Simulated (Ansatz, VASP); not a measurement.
# Be6S: VASP beside Ansatz

```
CELL_PARAMETERS angstrom
3.92956 0.00000 0.00000
-1.96478 3.40310 0.00000
0.00000 0.00000 5.90241
ATOMIC_POSITIONS crystal
Be 0.00000 0.00000 0.65955
Be 0.63539 0.63539 0.29495
Be 0.00000 0.36461 0.29495
Be 0.36461 0.00000 0.29495
Be 0.66667 0.33333 0.58424
Be 0.33333 0.66667 0.58424
S 0.00000 0.00000 0.04711
```

Alike in both runs: functional PBE; k mesh 5 × 5 × 3; occupations gaussian, width 0.2 eV; no spin polarisation.

Ansatz relaxed the structure, and its values are those at the end. VASP's run is a single point on that final structure, the one shown.

```csv
,VASP,Ansatz
version,VASP 6.6.1,Ansatz 0.2.0
potentials or method,"VASP PAW PBE potentials, release 64 (Be, S), cutoff 520 eV","scalar-relativistic, plane waves, PAW"
valence electrons in the cell,18,18
```

|  | VASP | Ansatz | Ansatz less VASP |
| --- | --- | --- | --- |
| gap on the k mesh at the Fermi level (eV) | none | none | - |
| pressure (GPa) | -0.1 | -0.1 | -0.06 |
| rms of the force components (eV/Å) | 0.014 | 0.012 | -0.0026 |

A gap of «none» marks a metal or a gap that the smearing closes.

The k mesh is coarse, so the values compare programs but aren't converged.
